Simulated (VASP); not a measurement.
# Hf2S (P6_3/mmc) in VASP: notebook

Runs on Hf2S. Level: PBEsol. Tasks: single point.

Everything below comes from runs of VASP 6.6.1. Logs are shortened: lines on timing, memory, paths and dates and some standing lists are left out, and cuts for length are marked.

### Step 1. The cell of the first run

It takes space group P6_3/mmc (No. 194, hexagonal). The conventional cell has a = 3.347 Å, b = 3.347 Å, c = 11.664 Å, α = 90.00°, β = 90.00°, γ = 120.00°. Hf (site symmetry 3m) has 3 S at 2.60 Å and 10 Hf at 3.05 to 3.47 Å within 3.5 Å. S (site symmetry -6m2) has 6 Hf at 2.60 Å and 6 S at 3.35 Å within 3.4 Å.

### Step 2. Single point, PBEsol

Input file INCAR:

```
ALGO     = Normal         # electronic algorithm
EDIFF    = 1E-6           # SCF threshold, eV
ENCUT    = 520            # plane-wave cutoff, eV
GGA      = PS             # functional
ISIF     = 2              # what is computed and relaxed
ISMEAR   = 0              # smearing method
LASPH    = True           # aspherical terms in the spheres
LCHARG   = True           # write CHGCAR
LELF     = True           # ELF
LREAL    = False          # projectors in reciprocal space
LVHAR    = True         
LWAVE    = False          # write WAVECAR
NBANDS   = 35             # bands
NELM     = 60             # most SCF steps
PREC     = Accurate       # precision mode
SIGMA    = 0.1            # smearing width, eV
```

Input file KPOINTS:

```
k-points
0
Gamma
  12 12 4
```

Input file POSCAR:

```
Hf2S
1.0
    3.3465310254      0.0000000000      0.0000000000
   -1.6732655127      2.8981808825      0.0000000000
    0.0000000000      0.0000000000     11.6642358402
Hf S
4 2
Direct
    0.6666666667      0.3333333333      0.8986176343
    0.3333333333      0.6666666667      0.3986176343
    0.6666666667      0.3333333333      0.6013823657
    0.3333333333      0.6666666667      0.1013823657
    0.0000000000      0.0000000000      0.7500000000
    0.0000000000      0.0000000000      0.2500000000
```

Potentials or basis: VASP PAW PBE potentials, release 64 (Hf_pv, S).

Started as:

```sh
cat potpaw_PBE.64/Hf_pv/POTCAR potpaw_PBE.64/S/POTCAR > POTCAR
mpirun -np 1 vasp_std > vasp.out
```

OUTCAR:

```text
EDIFF = 1E-6
   ENCUT = 520
   GGA = PS
   ISIF = 2
   ISMEAR = 0
   LASPH = True
   LREAL = False
   NELM = 60
   PREC = Accurate

 ion  position               nearest neighbor table
   1  0.667  0.333  0.899-   5 2.60   5 2.60   5 2.60   4 3.05   4 3.05   4 3.05   3 3.47
   2  0.333  0.667  0.399-   6 2.60   6 2.60   6 2.60   3 3.05   3 3.05   3 3.05   4 3.47
   3  0.667  0.333  0.601-   5 2.60   5 2.60   5 2.60   2 3.05   2 3.05   2 3.05   1 3.47
   4  0.333  0.667  0.101-   6 2.60   6 2.60   6 2.60   1 3.05   1 3.05   1 3.05   2 3.47
   5  0.000  0.000  0.750-   1 2.60   3 2.60   1 2.60   3 2.60   1 2.60   3 2.60
   6  0.000  0.000  0.250-   2 2.60   4 2.60   2 2.60   4 2.60   2 2.60   4 2.60

  LATTYP: Found a hexagonal cell.
 ALAT       =     3.3465310254
 C/A-ratio  =     3.4854707014

  Lattice vectors:

 A1 = (   3.3465310254,   0.0000000000,   0.0000000000)
 A2 = (  -1.6732655127,   2.8981808825,   0.0000000000)
 A3 = (   0.0000000000,   0.0000000000,  11.6642358402)

Analysis of symmetry for initial positions (statically):
=====================================================================
 Subroutine PRICEL returns:
 Original cell was already a primitive cell.

 Routine SETGRP: Setting up the symmetry group for a
 hexagonal supercell.

 Subroutine GETGRP returns: Found 24 space group operations
 (whereof 12 operations were pure point group operations)
 out of a pool of 24 trial point group operations.

The static configuration has the point symmetry D_3d.
 The point group associated with its full space group is D_6h.

Analysis of symmetry for dynamics (positions and initial velocities):
=====================================================================
 Subroutine PRICEL returns:
 Original cell was already a primitive cell.

 Routine SETGRP: Setting up the symmetry group for a
 hexagonal supercell.

 Subroutine GETGRP returns: Found 24 space group operations
 (whereof 12 operations were pure point group operations)
 out of a pool of 24 trial point group operations.

The dynamic configuration has the point symmetry D_3d.
 The point group associated with its full space group is D_6h.

 Subroutine INISYM returns: Found 24 space group operations
 (whereof 12 operations are pure point group operations),
 and found     1 'primitive' translations

----------------------------------------------------------------------------------------

[... 103 lines left out ...]
   NSW    =      0    number of steps for IOM
   IBRION =     -1    ionic relax: 0-MD 1-quasi-New 2-CG
   NFREE  =      0    steps in history (QN), initial steepest desc. (CG)
   ISIF   =      2    stress and relaxation
   ISYM   =      2    0-nonsym 1-usesym 2-fastsym
   POTIM  = 0.5000    time-step for ionic-motion
   TEBEG  =    0.0;   TEEND  =   0.0 temperature during run
   PSTRESS=    0.0 pullay stress
   NELECT =      52.0000    total number of electrons
   NUPDOWN=      -1.0000    fix difference up-down
   EMIN   =  10.00;   EMAX   =-10.00  energy-range for DOS
   EFERMI =   0.00;   METHOD = LEGACY
   ISMEAR =     0;   SIGMA  =   0.10  broadening in eV -4-tet -1-fermi 0-gaus
   EFERMI_NEDOS =   21; number of points for ismear=-14 and -15
   IALGO  =     38    algorithm
   IMIX   =      4    mixing-type and parameters
     AMIX     =   0.40;   BMIX     =  1.00
     AMIX_MAG =   1.60;   BMIX_MAG =  1.00
  volume/ion in A,a.u.               =      18.85       127.24
  Fermi-wavevector in a.u.,A,eV,Ry     =   1.263428  2.387532 21.718294  1.596250
  Thomas-Fermi vector in A             =   2.396785
   LORBIT       =      0    0 simple, 1 ext, 2 COOP (PROOUT), +10 PAW based schemes
   GGA     = PS    functional components
   LHFCALC =     F    Hartree Fock is set to
   AEXX    =    0.0000 exact exchange contribution
   IVDW    =     0    specifies the selected vdW correction
   LEPSILON=     F    determine dielectric tensor
   LRPA    =     F    only Hartree local field effects (RPA)
 non-spin polarized calculation
 Gauss-broadening in eV      SIGMA  =   0.10
  energy-cutoff  :      520.00
  volume of cell :      113.13
 maximum number of plane-waves:      3079
 NGX is ok and might be reduce to    28
   NGX = 13   NGY = 13   NGZ = 43

 number of electron      52.0000004 magnetization

 Free energy of the ion-electron system (eV)
  ---------------------------------------------------
  ext. energy  EPLUGINS =         0.00000000
  ---------------------------------------------------
  free energy    TOTEN  =       -57.46000005 eV

  energy without entropy =      -57.44567440  energy(sigma->0) =      -57.45283722

 E-fermi :   6.4466     XC(G=0): -11.6084

 val. band max:        6.4333965398   @ k =   0.2500   0.0833   0.0000
 cond. band min:       6.4499246058   @ k =   0.3333   0.2500   0.0000
 fundamental gap:      0.0165280660
 Fermi energy:         6.4465796682

 k-point     1 :       0.0000    0.0000    0.0000
  band No.  band energies     occupation
      1     -24.7490      2.00000
      2     -24.6132      2.00000
      3     -24.2892      2.00000
      4     -24.1782      2.00000
      5     -24.1782      2.00000
      6     -24.1674      2.00000
[... 901 lines left out ...]
     34       9.5676      0.00000
     35      10.0382      0.00000

 [... further k-points ...]

------------------------ aborting loop because EDIFF is reached ----------------------------------------

  FORCE on cell =-STRESS in cart. coord.  units (eV):
  Direction    XX          YY          ZZ          XY          YZ          ZX
  --------------------------------------------------------------------------------------
  -------------------------------------------------------------------------------------
  Total       -0.3134879     -0.3134879     -0.2946096     -0.0000000      0.0000000     -0.0000000
  in kB       -4.4397114     -4.4397114     -4.1723506     -0.0000000      0.0000000     -0.0000000
  external PRESSURE =      -4.3505911 kB  Pullay stress =       0.0000000 kB

 VOLUME and BASIS-vectors are now :
 -----------------------------------------------------------------------------
  energy-cutoff  :      520.00
  volume of cell :      113.13
      direct lattice vectors                 reciprocal lattice vectors
     3.346531025  0.000000000  0.000000000     0.298816892  0.172522013  0.000000000
    -1.673265513  2.898180883  0.000000000     0.000000000  0.345044026  0.000000000
     0.000000000  0.000000000 11.664235840     0.000000000  0.000000000  0.085732149

 POSITION                                       TOTAL-FORCE (eV/Angst)
 -----------------------------------------------------------------------------------
      1.67327      0.96606     10.48169        -0.000000      0.000000     -0.006951
     -0.00000      1.93212      4.64957         0.000000     -0.000000     -0.006951
      1.67327      0.96606      7.01467        -0.000000      0.000000      0.006951
     -0.00000      1.93212      1.18255         0.000000     -0.000000      0.006951
      0.00000      0.00000      8.74818        -0.000000      0.000000     -0.000000
      0.00000      0.00000      2.91606         0.000000     -0.000000      0.000000
 -----------------------------------------------------------------------------------
    total drift:                                0.000000     -0.000000      0.000000

  FREE ENERGIE OF THE ION-ELECTRON SYSTEM (eV)
  ---------------------------------------------------
  free  energy   TOTEN  =       -57.4600000457 eV

  energy  without entropy=      -57.4456744027  energy(sigma->0) =      -57.45283722
```

It took 6.9 min on 1 thread of Intel Xeon 8259CL, shared host; peak memory 0.36 GiB.

What came out:

* Free energy: -57.4600 eV
* Pressure: -0.4 GPa
* Largest force: 0.007 eV/Å
* Band gap on the k mesh: zero (bands 26 and 27 overlap by 1.03 eV)

Forces in eV/Å, atoms in the order of the input:
```
Hf   0.000  0.000 -0.007
Hf   0.000  0.000 -0.007
Hf   0.000  0.000  0.007
Hf   0.000  0.000  0.007
S    0.000  0.000  0.000
S    0.000  0.000  0.000
```

Levels at points of the mesh, in eV from the Fermi level:
| k point | band 24 | band 25 | band 26 | band 27 | band 28 | band 29 |
| --- | --- | --- | --- | --- | --- | --- |
| (0.00, 0.00, 0.00) | -0.14 | -0.05 | 0.48 | 0.48 | 0.56 | 0.56 |
| (0.50, 0.00, 0.00) | -1.31 | -1.19 | -0.71 | -0.55 | 0.90 | 1.00 |
| (0.00, 0.00, 0.50) | -1.16 | 0.41 | 0.41 | 0.41 | 0.41 | 1.41 |
| (0.50, 0.00, 0.50) | -1.76 | -0.97 | -0.97 | 0.30 | 0.30 | 1.47 |

Caveat: the PAW data sets were made with another functional, which shifts forces and pressure a little; spin-orbit coupling is left out, which moves the levels of the heavy elements.

[end of part 1 of 3]

The gap in the log of VASP goes by the Fermi energy; the results here count the filled bands.